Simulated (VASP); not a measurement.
# NaI (Pmma) in VASP: a series of runs, part 2 of 2

VASP 6.6.1. The steps go on from the part before.

**3. Single point, PBE+D3(BJ)**

This run uses another cell than the first one, of the same volume but with other edges.

File INCAR:

```
SYSTEM = NaI
  PREC = Accurate
  ENCUT = 520
  EDIFF = 1E-6
  ISMEAR = 0
  SIGMA = 0.05
  LREAL = .FALSE.
  LASPH = .TRUE.
  NELM = 80
  ALGO = Normal
  ISIF = 2
  LWAVE = .FALSE.
  LCHARG = .FALSE.
  GGA = PE
  IVDW = 12
  NBANDS = 22
```

File KPOINTS:

```
Automatic mesh
0
G
  6 6 4
  0 0 0
```

File POSCAR:

```
NaI
1.0
    4.3496654906      0.0000000000      0.0000000000
    0.0000000000      4.0179430385      0.0000000000
    0.0000000000      0.0000000000      8.8062723733
Na I
2 2
Direct
    0.2500000000      0.5000000000      0.2750310000
    0.7500000000      0.5000000000      0.7249690000
    0.2500000000      0.0000000000      0.7424270000
    0.7500000000      0.0000000000      0.2575730000
```

Potentials or basis: VASP PAW PBE potentials, release 64 (Na_pv, I).

Launch:

```console
cat potpaw_PBE.64/Na_pv/POTCAR potpaw_PBE.64/I/POTCAR > POTCAR
mpirun -np 1 vasp_std > vasp.out
```

Run time: 48 s. Hardware: 1 thread of Intel Xeon 6975P-C (Granite Rapids), shared host; peak memory 0.33 GiB.

It converged, with:

```
Free energy                : -10.9384 eV
Pressure                   : 1.7 GPa
Largest force              : 0.013 eV/Å
Band gap on the k mesh     : 3.24 eV (least direct gap 3.28 eV)
Dispersion energy per atom : -0.213 eV
```

Forces on the atoms (eV/Å):
```
Na   0.000  0.000  0.013
Na   0.000  0.000 -0.013
I    0.000  0.000 -0.008
I    0.000  0.000  0.008
```

Stress tensor (GPa, compression positive):
```
 2.49  0.00  0.00
 0.00  3.70  0.00
 0.00  0.00 -1.20
```

Levels at points of the mesh, in eV from the valence-band top:
```
           k point  band 10  band 11  band 12  band 13  band 14  band 15  band 16  band 17  band 18  band 19
(0.00, 0.00, 0.00)    -0.81    -0.65    -0.62    -0.16    -0.04     3.24     4.74     6.16     6.42     6.81
(0.50, 0.00, 0.00)    -2.49    -1.00    -1.00    -0.01    -0.01     5.45     5.45     5.91     5.91     7.31
(0.00, 0.50, 0.00)    -2.43    -1.25    -0.56    -0.42    -0.26     4.13     5.51     6.12     6.53     7.70
(0.50, 0.50, 0.00)    -2.15    -1.87    -1.87    -0.53    -0.53     4.45     4.45     5.93     5.93     7.05
(0.00, 0.00, 0.50)    -1.20    -0.75    -0.70    -0.12    -0.08     4.11     4.34     5.97     6.01     6.88
(0.50, 0.00, 0.50)    -2.53    -0.90    -0.90    -0.01    -0.01     4.60     4.60     6.82     6.82     7.39
(0.00, 0.50, 0.50)    -2.53    -0.91    -0.70    -0.51    -0.47     4.71     5.24     6.11     6.12     7.88
(0.50, 0.50, 0.50)    -2.15    -1.90    -1.90    -0.46    -0.46     4.25     4.25     6.33     6.33     6.96
```

Caveat: spin-orbit coupling is left out, which moves the levels of the heavy elements.

**4. Single point, PBE+D3(BJ)**

This run uses another cell than the first one, of the same volume but with other edges.

File INCAR:

```
SYSTEM = NaI
PREC     = Accurate       ! precision mode
ENCUT    = 520            ! plane-wave cutoff, eV
EDIFF    = 1E-7           ! SCF threshold, eV
ISMEAR   = 0              ! smearing method
SIGMA    = 0.05           ! smearing width, eV
LREAL    = .FALSE.        ! projectors in reciprocal space
LASPH    = .TRUE.         ! aspherical terms in the spheres
NELM     = 60             ! most SCF steps
ALGO     = Normal         ! electronic algorithm
ISIF     = 2              ! what is computed and relaxed
LWAVE    = .FALSE.        ! write WAVECAR
LCHARG   = .FALSE.        ! write CHGCAR
GGA      = PE             ! functional
IVDW     = 12             ! dispersion correction
NBANDS   = 22             ! bands
```

KPOINTS is that of step 3.

File POSCAR:

```
NaI
1.0
    4.7524803721      0.0000000000      0.0000000000
    0.0000000000      4.3900376862      0.0000000000
    0.0000000000      0.0000000000      7.3767177728
Na I
2 2
Direct
    0.2500000000      0.5000000000      0.2750310000
    0.7500000000      0.5000000000      0.7249690000
    0.2500000000      0.0000000000      0.7424270000
    0.7500000000      0.0000000000      0.2575730000
```

Potentials or basis: VASP PAW PBE potentials, release 64 (Na_pv, I).

Launch:

```console
cat potpaw_PBE.64/Na_pv/POTCAR potpaw_PBE.64/I/POTCAR > POTCAR
mpirun -np 1 vasp_std > vasp.out
```

OUTCAR:

```text
SYSTEM = NaI
   PREC = Accurate
   ENCUT = 520
   EDIFF = 1E-7
   ISMEAR = 0
   LREAL = .FALSE.
   LASPH = .TRUE.
   NELM = 60
   ISIF = 2
   GGA = PE
   IVDW = 12
 IVDW          = 12

 ion  position               nearest neighbor table
   1  0.250  0.500  0.275-
   2  0.750  0.500  0.725-
   3  0.250  0.000  0.742-
   4  0.750  0.000  0.258-

  LATTYP: Found a simple orthorhombic cell.
 ALAT       =     4.3900376862
 B/A-ratio  =     1.0825602675
 C/A-ratio  =     1.6803313092

  Lattice vectors:

[... 796 lines left out ...]
 Edisp (eV)   -0.88337

 E8    (eV) :    -0.4096

  FORCE on cell =-STRESS in cart. coord.  units (eV):
  Direction    XX          YY          ZZ          XY          YZ          ZX
  --------------------------------------------------------------------------------------
  -------------------------------------------------------------------------------------
  Total      -1.47149    -2.30702    -0.59618     0.00000     0.00000     0.00000
  in kB     -15.31853   -24.01650    -6.20637     0.00000     0.00000     0.00000
  external pressure =      -15.18 kB  Pullay stress =        0.00 kB

 VOLUME and BASIS-vectors are now :
 -----------------------------------------------------------------------------
  energy-cutoff  :      520.00
  volume of cell :      153.90
      direct lattice vectors                 reciprocal lattice vectors
     4.752480372  0.000000000  0.000000000     0.210416440  0.000000000  0.000000000
     0.000000000  4.390037686  0.000000000     0.000000000  0.227788477  0.000000000
     0.000000000  0.000000000  7.376717773     0.000000000  0.000000000  0.135561646

 POSITION                                       TOTAL-FORCE (eV/Angst)
 -----------------------------------------------------------------------------------
      1.18812      2.19502      2.02883        -0.000000      0.000000     -0.038658
      3.56436      2.19502      5.34789         0.000000      0.000000      0.038658
      1.18812      0.00000      5.47667         0.000000     -0.000000      0.012977
      3.56436      0.00000      1.90004         0.000000      0.000000     -0.012977
 -----------------------------------------------------------------------------------
    total drift:                                0.000000      0.000000      0.000000

  FREE ENERGIE OF THE ION-ELECTRON SYSTEM (eV)
  ---------------------------------------------------
  free  energy   TOTEN  =       -11.1427119025 eV

  energy  without entropy=      -11.1427119025  energy(sigma->0) =      -11.14271190
```

Run time: 50 s. Hardware: 1 thread of Intel Xeon 6975P-C (Granite Rapids), shared host; peak memory 0.33 GiB.

What came out:

| Quantity | Value |
| --- | --- |
| Free energy | -11.1427 eV |
| Pressure | -1.5 GPa |
| Largest force | 0.039 eV/Å |
| Band gap on the k mesh | 2.40 eV (least direct gap 2.58 eV) |
| Dispersion energy per atom | -0.221 eV |

Forces on the atoms (eV/Å):
```
Na   0.000  0.000 -0.039
Na   0.000  0.000  0.039
I    0.000  0.000  0.013
I    0.000  0.000 -0.013
```

Caveat: spin-orbit coupling is left out, which moves the levels of the heavy elements. A k mesh can miss the band edges.

**5. The runs side by side**

```tsv
cell	gap on the mesh (eV)	pressure (GPa)	largest force (eV/Å)
a = 4.880, b = 4.507, c = 6.998 Å, 4 atoms	2.09	-1.9	0.04
a = 4.350, b = 4.018, c = 8.806 Å, 4 atoms	3.24	1.7	0.01
a = 4.752, b = 4.390, c = 7.377 Å, 4 atoms	2.40	-1.5	0.04
```

Alike in all rows: task single point; level PBE+D3(BJ); potentials or basis VASP PAW PBE potentials, release 64 (Na_pv, I); no spin polarisation; k mesh 6 × 6 × 4; cutoff (eV) 520; smearing gaussian 0.05 eV.

Caveats: spin-orbit coupling is left out, which moves the levels of the heavy elements.

Total energies depend on the potentials used, so only differences within one code and one set of settings carry meaning.
